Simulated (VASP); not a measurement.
# KHfAs (P4/mmm) in VASP: notebook, part 2 of 3

VASP 6.6.1. Earlier steps stand in the parts before.

### Step 3. Single point, PBE

This run uses another cell than the first one, of 36.84 Å³/atom.

INCAR

```
PREC = Accurate
ENCUT = 520
EDIFF = 1E-6
ISMEAR = 0
SIGMA = 0.1
LREAL = F
LASPH = T
NELM = 100
ALGO = Normal
ISIF = 2
LWAVE = F
LCHARG = F
GGA = PE
NBANDS = 19
```

KPOINTS

```
regular mesh
0
Gamma
  4 4 4
```

POSCAR

```
KHfAs
1.0
    4.6581778264      0.0000000000      0.0000000000
    0.0000000000      4.6581778264      0.0000000000
    0.0000000000      0.0000000000      5.0930958728
K Hf As
1 1 1
Direct
    0.5000000000      0.5000000000      0.5000000000
    0.0000000000      0.0000000000      0.0000000000
    0.0000000000      0.0000000000      0.5000000000
```

Potentials or basis: VASP PAW PBE potentials, release 64 (K_sv, Hf_pv, As).

Started as:

```bash
$ cat potpaw_PBE.64/K_sv/POTCAR potpaw_PBE.64/Hf_pv/POTCAR potpaw_PBE.64/As/POTCAR > POTCAR
$ mpirun -np 1 vasp_std > vasp.out
```

OUTCAR:

```text
PREC = Accurate
   ENCUT = 520
   EDIFF = 1E-6
   ISMEAR = 0
   LREAL = F
   LASPH = T
   NELM = 100
   ISIF = 2
   GGA = PE

 ion  position               nearest neighbor table
   1  0.500  0.500  0.500-   3 3.29   3 3.29   3 3.29   3 3.29
   2  0.000  0.000  0.000-   3 2.55   3 2.55
   3  0.000  0.000  0.500-   2 2.55   2 2.55   1 3.29   1 3.29   1 3.29   1 3.29

  LATTYP: Found a simple tetragonal cell.
 ALAT       =     4.6581778264
 C/A-ratio  =     1.0933665615

  Lattice vectors:

 A1 = (   4.6581778264,   0.0000000000,   0.0000000000)
 A2 = (   0.0000000000,   4.6581778264,   0.0000000000)
 A3 = (   0.0000000000,   0.0000000000,   5.0930958728)

Analysis of symmetry for initial positions (statically):
=====================================================================
 Subroutine PRICEL returns:
 Original cell was already a primitive cell.

 Routine SETGRP: Setting up the symmetry group for a
 simple tetragonal supercell.

 Subroutine GETGRP returns: Found 16 space group operations
 (whereof 16 operations were pure point group operations)
 out of a pool of 16 trial point group operations.

The static configuration has the point symmetry D_4h.

Analysis of symmetry for dynamics (positions and initial velocities):
=====================================================================
 Subroutine PRICEL returns:
 Original cell was already a primitive cell.

 Routine SETGRP: Setting up the symmetry group for a
 simple tetragonal supercell.

 Subroutine GETGRP returns: Found 16 space group operations
 (whereof 16 operations were pure point group operations)
 out of a pool of 16 trial point group operations.

The dynamic configuration has the point symmetry D_4h.

 Subroutine INISYM returns: Found 16 space group operations
 (whereof 16 operations are pure point group operations),
 and found     1 'primitive' translations

----------------------------------------------------------------------------------------

                                     Primitive cell

  volume of cell :     110.5132

  direct lattice vectors                    reciprocal lattice vectors
     4.658177826  0.000000000  0.000000000     0.214676218  0.000000000  0.000000000
     0.000000000  4.658177826  0.000000000     0.000000000  0.214676218  0.000000000
     0.000000000  0.000000000  5.093095873     0.000000000  0.000000000  0.196344232

  length of vectors
     4.658177826  4.658177826  5.093095873     0.214676218  0.214676218  0.196344232

  position of ions in fractional coordinates (direct lattice)
     0.500000000  0.500000000  0.500000000
     0.000000000  0.000000000  0.000000000
     0.000000000  0.000000000  0.500000000

  ion indices of the primitive-cell ions
   primitive index   ion index
                 1           1
                 2           2
                 3           3

----------------------------------------------------------------------------------------

 KPOINTS: regular mesh

Automatic generation of k-mesh.
 Grid dimensions read from file:
 generate k-points for:    4    4    4

 Generating k-lattice:

  Cartesian coordinates                     Fractional coordinates (reciprocal lattice)
     0.053669055  0.000000000  0.000000000     0.250000000  0.000000000  0.000000000
     0.000000000  0.053669055  0.000000000     0.000000000  0.250000000  0.000000000
     0.000000000  0.000000000  0.049086058     0.000000000  0.000000000  0.250000000

  Length of vectors
     0.053669055  0.053669055  0.049086058

  Shift w.r.t. Gamma in fractional coordinates (k-lattice)
     0.000000000  0.000000000  0.000000000

 Subroutine IBZKPT returns following result:
 ===========================================

 Found     18 irreducible k-points:

 Following reciprocal coordinates:
            Coordinates               Weight
  0.000000  0.000000  0.000000      1.000000
  0.250000  0.000000  0.000000      4.000000
  0.500000  0.000000  0.000000      2.000000
  0.250000  0.250000  0.000000      4.000000
  0.500000  0.250000  0.000000      4.000000
  0.500000  0.500000  0.000000      1.000000
[... 10 lines left out ...]
  0.500000  0.250000  0.500000      4.000000
  0.500000  0.500000  0.500000      1.000000
   k-points           NKPTS =     18   k-points in BZ     NKDIM =     18   number of bands    NBANDS=     19
   number of dos      NEDOS =    301   number of ions     NIONS =      3
   total plane-waves  NPLWV =  51840
   dimension x,y,z NGX =    36 NGY =   36 NGZ =   40
   dimension x,y,z NGXF=    72 NGYF=   72 NGZF=   80
   ions per type =               1   1   1
   NGX,Y,Z   is equivalent  to a cutoff of  12.85, 12.85, 13.06 a.u.
   NGXF,Y,Z  is equivalent  to a cutoff of  25.70, 25.70, 26.11 a.u.
 SYSTEM =  unknown system
   PREC   = accura    normal or accurate (medium, high low for compatibility)
   ISTART =      0    job   : 0-new  1-cont  2-samecut
   ICHARG =      2    charge: 1-file 2-atom 10-const
   ISPIN  =      1    spin polarized calculation?
   LNONCOLLINEAR =      F non collinear calculations
   LSORBIT =      F    spin-orbit coupling
   LASPH  =      T    aspherical Exc in radial PAW
   ENCUT  =  520.0 eV  38.22 Ry    6.18 a.u.   8.66  8.66  9.47*2*pi/ulx,y,z
   NELM   =    100;   NELMIN=  2; NELMDL= -5     # of ELM steps
   EDIFF  = 0.1E-05   stopping-criterion for ELM
   LREAL  =      F    real-space projection
   EDIFFG = 0.1E-04   stopping-criterion for IOM
   NSW    =      0    number of steps for IOM
   IBRION =     -1    ionic relax: 0-MD 1-quasi-New 2-CG
   NFREE  =      0    steps in history (QN), initial steepest desc. (CG)
   ISIF   =      2    stress and relaxation
   ISYM   =      2    0-nonsym 1-usesym 2-fastsym
   POTIM  = 0.5000    time-step for ionic-motion
   TEBEG  =    0.0;   TEEND  =   0.0 temperature during run
   PSTRESS=    0.0 pullay stress
   NELECT =      24.0000    total number of electrons
   NUPDOWN=      -1.0000    fix difference up-down
   EMIN   =  10.00;   EMAX   =-10.00  energy-range for DOS
   EFERMI =   0.00;   METHOD = LEGACY
   ISMEAR =     0;   SIGMA  =   0.10  broadening in eV -4-tet -1-fermi 0-gaus
   EFERMI_NEDOS =   21; number of points for ismear=-14 and -15
   IALGO  =     38    algorithm
   IMIX   =      4    mixing-type and parameters
     AMIX     =   0.40;   BMIX     =  1.00
     AMIX_MAG =   1.60;   BMIX_MAG =  1.00
  volume/ion in A,a.u.               =      36.84       248.59
  Fermi-wavevector in a.u.,A,eV,Ry     =   0.984028  1.859542 13.174660  0.968310
  Thomas-Fermi vector in A             =   2.115230
   LORBIT       =      0    0 simple, 1 ext, 2 COOP (PROOUT), +10 PAW based schemes
   GGA     = PE    functional components
   LHFCALC =     F    Hartree Fock is set to
   AEXX    =    0.0000 exact exchange contribution
   IVDW    =     0    specifies the selected vdW correction
   LEPSILON=     F    determine dielectric tensor
   LRPA    =     F    only Hartree local field effects (RPA)
 non-spin polarized calculation
 Gauss-broadening in eV      SIGMA  =   0.10
  energy-cutoff  :      520.00
  volume of cell :      110.51
 maximum number of plane-waves:      3003
 NGX is ok and might be reduce to    36
   NGX = 17   NGY = 17   NGZ = 19

 number of electron      24.0000003 magnetization

 Free energy of the ion-electron system (eV)
  ---------------------------------------------------
  ext. energy  EPLUGINS =         0.00000000
  ---------------------------------------------------
  free energy    TOTEN  =       -14.57296851 eV

  energy without entropy =      -14.56287791  energy(sigma->0) =      -14.56792321

 E-fermi :   1.2240     XC(G=0):  -7.9833

 val. band max:        1.1780530747   @ k =   0.0000   0.0000   0.2500
 cond. band min:       1.2491586242   @ k =   0.5000   0.5000   0.5000
 fundamental gap:      0.0711055495
 Fermi energy:         1.2240425964

 k-point     1 :       0.0000    0.0000    0.0000
  band No.  band energies     occupation
      1     -30.9968      2.00000
      2     -30.9968      2.00000
      3     -30.5005      2.00000
      4     -28.8993      2.00000
      5     -12.4744      2.00000
      6     -12.3911      2.00000
[... 11 lines left out ...]
     18       5.6706      0.00000
     19       6.5254      0.00000
[... 353 lines left out ...]
 k-point    18 :       0.5000    0.5000    0.5000
  band No.  band energies     occupation
      1     -30.9998      2.00000
      2     -30.9998      2.00000
      3     -30.5007      2.00000
      4     -28.8950      2.00000
      5     -12.4827      2.00000
      6     -12.4408      2.00000
[... 11 lines left out ...]
     18       4.6395      0.00000
     19       5.9949      0.00000

------------------------ aborting loop because EDIFF is reached ----------------------------------------

  FORCE on cell =-STRESS in cart. coord.  units (eV):
  Direction    XX          YY          ZZ          XY          YZ          ZX
  --------------------------------------------------------------------------------------
  -------------------------------------------------------------------------------------
  Total        0.0330440      0.0330440     -0.0876129      0.0000000      0.0000000      0.0000000
  in kB        0.4790588      0.4790588     -1.2701777      0.0000000      0.0000000      0.0000000
  external PRESSURE =      -0.1040201 kB  Pullay stress =       0.0000000 kB

 VOLUME and BASIS-vectors are now :
 -----------------------------------------------------------------------------
  energy-cutoff  :      520.00
  volume of cell :      110.51
      direct lattice vectors                 reciprocal lattice vectors
     4.658177826  0.000000000  0.000000000     0.214676218  0.000000000  0.000000000
     0.000000000  4.658177826  0.000000000     0.000000000  0.214676218  0.000000000
     0.000000000  0.000000000  5.093095873     0.000000000  0.000000000  0.196344232

 POSITION                                       TOTAL-FORCE (eV/Angst)
 -----------------------------------------------------------------------------------
      2.32909      2.32909      2.54655         0.000000      0.000000      0.000000
      0.00000      0.00000      0.00000         0.000000      0.000000      0.000000
      0.00000      0.00000      2.54655         0.000000      0.000000      0.000000
 -----------------------------------------------------------------------------------
    total drift:                                0.000000      0.000000      0.000000

  FREE ENERGIE OF THE ION-ELECTRON SYSTEM (eV)
  ---------------------------------------------------
  free  energy   TOTEN  =       -14.5729685098 eV

  energy  without entropy=      -14.5628779101  energy(sigma->0) =      -14.56792321
```

OSZICAR:

```text
N       E                     dE             d eps       ncg     rms          rms(c)
DAV:   1     0.110000387823E+03    0.11000E+03   -0.11317E+04   692   0.107E+03
DAV:   2    -0.926984460365E+01   -0.11927E+03   -0.11682E+03   888   0.268E+02
DAV:   3    -0.168219948432E+02   -0.75522E+01   -0.75231E+01  1152   0.482E+01
DAV:   4    -0.170836288885E+02   -0.26163E+00   -0.26093E+00   975   0.666E+00
DAV:   5    -0.170910512323E+02   -0.74223E-02   -0.74215E-02  1077   0.834E-01    0.318E+01
DAV:   6    -0.147366845807E+02    0.23544E+01   -0.63582E+00   770   0.818E+00    0.230E+01
DAV:   7    -0.146144216839E+02    0.12226E+00   -0.15130E+00   876   0.449E+00    0.922E+00
DAV:   8    -0.145998314482E+02    0.14590E-01   -0.67689E-01   782   0.242E+00    0.169E+00
DAV:   9    -0.145752205529E+02    0.24611E-01   -0.20515E-01   775   0.139E+00    0.498E-01
DAV:  10    -0.145728875192E+02    0.23330E-02   -0.13184E-02   790   0.430E-01    0.567E-01
DAV:  11    -0.145729807199E+02   -0.93201E-04   -0.15597E-03   849   0.160E-01    0.296E-01
DAV:  12    -0.145729650655E+02    0.15654E-04   -0.71175E-05   868   0.346E-02    0.221E-02
DAV:  13    -0.145729688043E+02   -0.37388E-05   -0.58266E-06   803   0.117E-02    0.331E-02
DAV:  14    -0.145729685098E+02    0.29455E-06   -0.21836E-06   673   0.650E-03
   1 F= -.14572969E+02 E0= -.14567923E+02  d E =-.100906E-01
```

It took 24 s on 1 thread of Intel Xeon Platinum 8488C (Sapphire Rapids), shared host; peak memory 0.24 GiB.

What came out:

```yaml
Free_energy: -14.5730 eV
Pressure: 0.0 GPa
Band_gap_on_the_k_mesh: zero (bands 12 and 13 overlap by 0.20 eV)
```

Levels at points of the mesh, in eV from the Fermi level:
| k point | band 10 | band 11 | band 12 | band 13 | band 14 | band 15 |
| --- | --- | --- | --- | --- | --- | --- |
| (0.00, 0.00, 0.00) | -1.19 | -0.43 | -0.43 | -0.15 | 0.79 | 0.79 |
| (0.50, 0.00, 0.00) | -1.07 | -1.01 | -0.70 | 0.32 | 0.77 | 0.90 |
| (0.50, 0.50, 0.00) | -1.61 | -0.78 | -0.33 | 0.26 | 0.26 | 0.99 |
| (0.00, 0.00, 0.50) | -1.49 | -1.49 | -1.39 | 0.08 | 1.24 | 3.25 |
| (0.50, 0.00, 0.50) | -2.68 | -1.67 | -0.74 | 0.50 | 0.73 | 1.42 |
| (0.50, 0.50, 0.50) | -2.21 | -2.21 | 0.03 | 1.06 | 1.06 | 1.09 |

Caveat: spin-orbit coupling is left out, which moves the levels of the heavy elements.

### Step 4. Relaxation of cell and atoms, PBE

INCAR

```
SYSTEM = KHfAs
ALGO     = Fast           ! electronic algorithm
EDIFF    = 1E-7           ! SCF threshold, eV
EDIFFG   = -0.04          ! ionic threshold
ENCUT    = 600            ! plane-wave cutoff, eV
GGA      = PE             ! functional
IBRION   = 2              ! ionic algorithm
ISIF     = 3              ! what is computed and relaxed
ISMEAR   = 0              ! smearing method
LASPH    = .True.         ! aspherical terms in the spheres
LCHARG   = .False.        ! write CHGCAR
LREAL    = .False.        ! projectors in reciprocal space
LWAVE    = .False.        ! write WAVECAR
NELM     = 80             ! most SCF steps
NSW      = 90             ! ionic steps
PREC     = Accurate       ! precision mode
SIGMA    = 0.1            ! smearing width, eV
```

KPOINTS

```
k-points
0
Gamma
  4 4 4
  0 0 0
```

POSCAR

```
KHfAs
1.0
    4.4652787500      0.0000000000      0.0000000000
    0.0000000000      4.4652787500      0.0000000000
    0.0000000000      0.0000000000      3.9537794500
K Hf As
1 1 1
Direct
    0.5000000000      0.5000000000      0.5000000000
    0.0000000000      0.0000000000      0.0000000000
    0.0000000000      0.0000000000      0.5000000000
```

Potentials or basis: VASP PAW PBE potentials, release 64 (K_sv, Hf_pv, As).

Started as:

```bash
$ cat potpaw_PBE.64/K_sv/POTCAR potpaw_PBE.64/Hf_pv/POTCAR potpaw_PBE.64/As/POTCAR > POTCAR
$ mpirun -np 1 vasp_std > vasp.out
```

OUTCAR:

```text
SYSTEM = KHfAs
   EDIFF = 1E-7
   EDIFFG = -0.04
   ENCUT = 600
   GGA = PE
   IBRION = 2
   ISIF = 3
   ISMEAR = 0
   LASPH = .True.
   LREAL = .False.
   NELM = 80
   NSW = 90
   PREC = Accurate

 ion  position               nearest neighbor table
   1  0.500  0.500  0.500-   3 3.16   3 3.16   3 3.16   3 3.16   2 3.73   2 3.73   2 3.73   2 3.73
                             2 3.73   2 3.73   2 3.73   2 3.73
   2  0.000  0.000  0.000-   3 1.98   3 1.98   1 3.73   1 3.73   1 3.73   1 3.73   1 3.73   1 3.73
                             1 3.73   1 3.73
   3  0.000  0.000  0.500-   2 1.98   2 1.98   1 3.16   1 3.16   1 3.16   1 3.16

  LATTYP: Found a simple tetragonal cell.
 ALAT       =     4.4652787500
 C/A-ratio  =     0.8854496374

  Lattice vectors:

 A1 = (   4.4652787500,   0.0000000000,   0.0000000000)
 A2 = (   0.0000000000,   4.4652787500,   0.0000000000)
 A3 = (   0.0000000000,   0.0000000000,   3.9537794500)

Analysis of symmetry for initial positions (statically):
=====================================================================
 Subroutine PRICEL returns:
 Original cell was already a primitive cell.

 Routine SETGRP: Setting up the symmetry group for a
 simple tetragonal supercell.

 Subroutine GETGRP returns: Found 16 space group operations
 (whereof 16 operations were pure point group operations)
 out of a pool of 16 trial point group operations.

The static configuration has the point symmetry D_4h.

Analysis of symmetry for dynamics (positions and initial velocities):
[... 264 lines left out ...]
  energy  without entropy=       -9.9403755161  energy(sigma->0) =       -9.96154943

 E-fermi :  -0.2161     XC(G=0):  -6.9545

 val. band max:       -0.2244397170   @ k =   0.2500   0.0000   0.2500
 cond. band min:      -0.2159335898   @ k =   0.5000   0.0000   0.0000
 fundamental gap:      0.0085061273
 Fermi energy:        -0.2161105084

 k-point     1 :       0.0000    0.0000    0.0000
  band No.  band energies     occupation
      1     -33.2968      2.00000
      2     -33.2566      2.00000
      3     -33.2566      2.00000
      4     -29.9959      2.00000
      5     -13.5629      2.00000
      6     -13.4800      2.00000
[... 319 lines left out ...]
      3     -33.2605      2.00000
      4     -29.9910      2.00000
      5     -13.5558      2.00000
      6     -13.5384      2.00000
[... 8 lines left out ...]
     15       1.2655      0.00000
     16       1.2655      0.00000

[... ionic steps 4 to 13 ...]

--------------------------------------- Ionic step       14  -------------------------------------------

 number of electron      23.9999994 magnetization

------------------------ aborting loop because EDIFF is reached ----------------------------------------
[... 69 lines left out ...]
--------------------------------------- Ionic step       16  -------------------------------------------

 number of electron      23.9999995 magnetization

 Free energy of the ion-electron system (eV)
  ---------------------------------------------------
  ext. energy  EPLUGINS =         0.00000000
  ---------------------------------------------------
  free energy    TOTEN  =       -14.56918844 eV

  energy without entropy =      -14.55909317  energy(sigma->0) =      -14.56414080

 E-fermi :   1.2161     XC(G=0):  -7.9732

 val. band max:        1.1724558523   @ k =   0.0000   0.0000   0.2500
 cond. band min:       1.2439917028   @ k =   0.5000   0.5000   0.5000
 fundamental gap:      0.0715358505
 Fermi energy:         1.2161271537

 k-point     1 :       0.0000    0.0000    0.0000
  band No.  band energies     occupation
      1     -31.0054      2.00000
      2     -31.0054      2.00000
      3     -30.5071      2.00000
      4     -28.9181      2.00000
      5     -12.4922      2.00000
      6     -12.4090      2.00000
[... 361 lines left out ...]
  FREE ENERGIE OF THE ION-ELECTRON SYSTEM (eV)
  ---------------------------------------------------
  free  energy   TOTEN  =       -14.5691884358 eV

  energy  without entropy=      -14.5590931680  energy(sigma->0) =      -14.56414080

 reached required accuracy - stopping structural energy minimisation
```

CONTCAR:

```text
KHfAs
   1.00000000000000
     4.6652969662047692    0.0000000000000000    0.0000000000000000
     0.0000000000000000    4.6652969662047692    0.0000000000000000
     0.0000000000000000   -0.0000000000000000    5.0894133264392138
  K               Hf              As
     1     1     1
Direct
     0.5000000000000000    0.5000000000000000    0.5000000000000000
     0.0000000000000000    0.0000000000000000    0.0000000000000000
     0.0000000000000000    0.0000000000000000    0.5000000000000000

  0.00000000E+00  0.00000000E+00  0.00000000E+00
  0.00000000E+00  0.00000000E+00  0.00000000E+00
  0.00000000E+00  0.00000000E+00  0.00000000E+00
```

It took 6.5 min on 1 thread of Intel Xeon Platinum 8488C (Sapphire Rapids), shared host; peak memory 0.22 GiB.

What came out:

```
Free energy                           : -14.5692 eV
Relaxed volume                        : 36.92 Å³/atom
Relaxed cell                          : a = 4.665 Å, b = 4.665 Å, c = 5.089 Å, α = 90.00°, β = 90.00°, γ = 90.00°
Space group after relaxing (to 0.1 Å) : P4/mmm (No. 123)
Energy gained by relaxing             : 2483.4 meV/atom
Ionic steps                           : 16
Pressure after relaxing               : 0.0 GPa
Band gap on the k mesh                : zero (bands 12 and 13 overlap by 0.19 eV)
```

The path:
```csv
step,energy change (eV),largest force (eV/Å),pressure (GPa),volume (Å³)
1,0.0000,0.0000,51.09,78.83
2,-1.6778,0.0000,-5.09,181.01
3,-2.8637,0.0000,-4.72,165.05
4,-3.6215,0.0000,-4.94,153.02
5,-6.8512,0.0000,-4.38,115.03
6,-7.0655,0.0000,7.93,96.71
7,-7.3660,0.0000,-1.13,106.60
8,-7.4164,0.0000,1.49,102.77
9,-7.4197,0.0000,0.86,103.57
10,-7.4383,0.0000,0.38,106.18
11,-7.4459,0.0000,0.21,108.04
12,-7.4497,0.0000,-0.16,111.80
13,-7.4500,0.0000,-0.11,111.12
14,-7.4500,0.0000,-0.09,110.91
15,-7.4497,0.0000,0.19,110.52
16,-7.4501,0.0000,0.01,110.77
```

Final structure:
```xyz
3
Lattice="4.6653 0.0000 0.0000 0.0000 4.6653 0.0000 0.0000 0.0000 5.0894" Properties=species:S:1:pos:R:3 pbc="T T T"
K     2.3326    2.3326    2.5447
Hf    0.0000    0.0000    0.0000
As    0.0000    0.0000    2.5447
```

Caveat: the k points lie up to 0.34 Å⁻¹ apart in the final cell; the volume moved by over 15 % at a fixed basis, so the end points are rough; spin-orbit coupling is left out, which moves the levels of the heavy elements.

[end of part 2 of 3]

The gap in the log of VASP goes by the Fermi energy; the results here count the filled bands.